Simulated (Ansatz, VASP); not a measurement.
One calculation of I, two programs

```
I
1.0
     3.34350    0.00000    0.00000
     0.00000    3.34350    0.00000
     0.00000    0.00000    3.34350
I
1
Direct
  0.00000 0.00000 0.00000
```

Alike in both runs: functional LDA; k mesh 13 × 13 × 13; occupations fermi-dirac, width 0.05 eV; no spin polarisation.

Ansatz relaxed the structure, and its values are those at the end. VASP's run is a single point on that final structure, the one shown.

|  | VASP | Ansatz |
| --- | --- | --- |
| version | VASP 6.6.1 | Ansatz 0.2.0 |
| potentials or method | VASP PAW LDA potentials, release 64 (I) | PAW with Ansatz's default frozen-core files, scalar-relativistic |
| plane-wave cutoff (eV) | 520 | 420 |
| valence electrons in the cell | 7 | 17 |

|  | VASP | Ansatz | Ansatz less VASP |
| --- | --- | --- | --- |
| pressure (GPa) | 0.0 | 0.0 | -0.02 |

LDA's correlation is that of Perdew and Zunger in VASP and of Perdew and Wang (1992) in Ansatz. VASP's potentials hold 7 valence electrons a cell and Ansatz's 17, so a difference there can come from the potentials and not from the codes.

Spin-orbit coupling is off throughout.
